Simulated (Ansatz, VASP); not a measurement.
**MgO: VASP beside Ansatz**

Contents of INCAR:

```
  PREC = Accurate
  ENCUT = 600
  EDIFF = 1E-6
  ISMEAR = 0
  SIGMA = 0.01
  LREAL = False
  LASPH = True
  NELM = 120
  ALGO = Normal
  ISIF = 2
  LWAVE = False
  LCHARG = False
  GGA = PE
  NBANDS = 11
  GGA_COMPAT = False
```

Contents of KPOINTS:

```
regular mesh
0
Gamma
  11 11 11
```

Contents of POSCAR:

```
MgO
1.0
    0.0000000000      2.1085000000      2.1085000000
    2.1085000000      0.0000000000      2.1085000000
    2.1085000000      2.1085000000      0.0000000000
Mg O
1 1
Direct
    0.0000000000      0.0000000000      0.0000000000
    0.5000000000      0.5000000000      0.5000000000
```

Input for Ansatz:

```yaml
crystal:
  lattice:
    bravais: fcc
    a: 4.217
  space_group: 225
  atoms:
    - { symbol: Mg, position: [0.0, 0.0, 0.0] }
    - { symbol: O, position: [0.5, 0.0, 0.0] }
  reduce_to_primitive: true
kpoints:
  mp_grid:
    grid: [11, 11, 11]
hamiltonian:
  xc: pbe
scf:
  occupations:
    method: fixed
output:
  stress: true
```

Alike in both runs: task single point; functional PBE; k mesh 11 × 11 × 11; no spin polarisation.

```csv
,VASP,Ansatz
version,VASP 6.6.1,Ansatz 0.2.0
potentials or method,"VASP PAW PBE potentials, release 64 (Mg, O)","plane waves, PAW"
plane-wave cutoff (eV),600,420
occupations,"gaussian, width 0.01 eV",fixed
valence electrons in the cell,8,16
```

|  | VASP | Ansatz | Ansatz less VASP |
| --- | --- | --- | --- |
| pressure (GPa) | 3.1 | 4.1 | +0.99 |

VASP's potentials hold 8 valence electrons a cell and Ansatz's 16, so a difference there can come from the potentials and not from the codes.
